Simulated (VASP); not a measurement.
A run of VASP 6.6.1 is set up as follows.

The input INCAR:

```
SYSTEM = Cd
PREC = Accurate
ENCUT = 600
EDIFF = 1E-6
ISMEAR = 1
SIGMA = 0.1
LREAL = .False.
LASPH = .True.
NELM = 100
ALGO = Normal
ISIF = 3
LWAVE = .False.
LCHARG = .False.
GGA = PS
IBRION = 2
NSW = 80
EDIFFG = -0.02
PSTRESS = 300.0
```

Contents of KPOINTS:

```
Automatic mesh
0
Gamma
  12 12 12
  0 0 0
```

The input POSCAR:

```
Cd
1.0
    0.0000000000      3.0400000000      3.0400000000
    3.0400000000      0.0000000000      3.0400000000
    3.0400000000      3.0400000000      0.0000000000
Cd
2
Direct
    0.0000000000      0.0000000000      0.0000000000
    0.2500000000      0.2500000000      0.2500000000
```

Potentials or basis: VASP PAW PBE potentials, release 64 (Cd).

The run is started by

```sh
$ cat potpaw_PBE.64/Cd/POTCAR > POTCAR
$ mpirun -np 1 vasp_std > vasp.out
```

(1) Estimate the relaxed cell.

(2) Estimate the space group after relaxing (to 0.1 Å).

(3) Predict the band gap on the k mesh.

Results:

(1) a = 3.986 Å, b = 3.986 Å, c = 3.986 Å, α = 60.00°, β = 60.00°, γ = 60.00°.

(2) Fd-3m (No. 227).

(3) zero (bands 12 and 13 overlap by 8.22 eV).

Caveat: the cell is relaxed towards a set pressure, so the run minimises the enthalpy, not the energy.
